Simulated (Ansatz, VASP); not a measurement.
## Two plane-wave programs on CdTe

Contents of POSCAR:

```
CdTe
1.0
    0.0000000000      3.2050000000      3.2050000000
    3.2050000000      0.0000000000      3.2050000000
    3.2050000000      3.2050000000      0.0000000000
Te Cd
1 1
Direct
    0.7500000000      0.7500000000      0.7500000000
    0.0000000000      0.0000000000      0.0000000000
```

INCAR.step1

```
  PREC = Accurate
  ENCUT = 520
  EDIFF = 1E-5
  ISMEAR = -1
  SIGMA = 0.05
  LREAL = F
  LASPH = T
  NELM = 60
  ALGO = Normal
  ISIF = 2
  LWAVE = T
  LCHARG = F
  GGA = PE
  NBANDS = 16
```

Contents of INCAR.step2:

```
  PREC = Accurate
  ENCUT = 520
  EDIFF = 1E-7
  ISMEAR = -1
  SIGMA = 0.05
  LREAL = F
  LASPH = T
  NELM = 60
  ALGO = Normal
  ISIF = 2
  LWAVE = F
  LCHARG = F
  METAGGA = R2SCAN
  LHFCALC = T
  AEXX = 0.25
  LMIXTAU = T
  PRECFOCK = Normal
  ISTART = 1
  NBANDS = 16
```

The input KPOINTS:

```
Automatic mesh
0
Gamma
  5 5 5
```

The input input.yaml:

```yaml
crystal:
  lattice:
    - [0.0, 3.205, 3.205]
    - [3.205, 0.0, 3.205]
    - [3.205, 3.205, 0.0]
  atoms:
    - { symbol: Te, position: [0.75, 0.75, 0.75] }
    - { symbol: Cd, position: [0.0, 0.0, 0.0] }
hamiltonian:
  xc: r2scan0
  pseudopotentials: { kind: paw, core: small }
kpoints:
  mp_grid: { grid: [5, 5, 5] }
scf:
  occupations: { method: fermi_dirac, width: 0.05 }
output:
  forces: true
  stress: true
  eigenvalues: true
  write_density: true
  write_potential: true
  elf: true
  volumetric_format: npy
accuracy: high
```

Alike in both runs: functional r2SCAN0; k mesh 5 × 5 × 5; occupations fermi-dirac, width 0.05 eV; no spin polarisation.

|  | VASP | Ansatz |
| --- | --- | --- |
| version | VASP 6.6.1 | Ansatz 0.2.0 |
| potentials or method | VASP PAW PBE potentials, release 64 (Te, Cd) | Ansatz PAW |
| plane-wave cutoff (eV) | 520 | 500 |
| valence electrons in the cell | 18 | 36 |
| task | single point | electron localisation function |

Ansatz gave:

| Item | Value |
| --- | --- |
| gap on the k mesh at the Fermi level (eV) | 2.68 |
| least direct gap on the mesh (eV) | 2.68 |
| pressure (GPa) | 2.7 |

**Question.** What did VASP give for the same quantities?

**Answer.** gap on the k mesh at the Fermi level (eV): 2.62; least direct gap on the mesh (eV): 2.62; pressure (GPa): 2.7.

VASP's potentials were made for PBE, not for r2SCAN0. VASP's potentials hold 18 valence electrons a cell and Ansatz's 36, so a difference there can come from the potentials and not from the codes.

Neither program's run includes spin-orbit coupling. Noted on Ansatz's run: odd divisions of the mesh miss points on the zone boundary, where band edges often lie, so the gap on the mesh can be too wide.
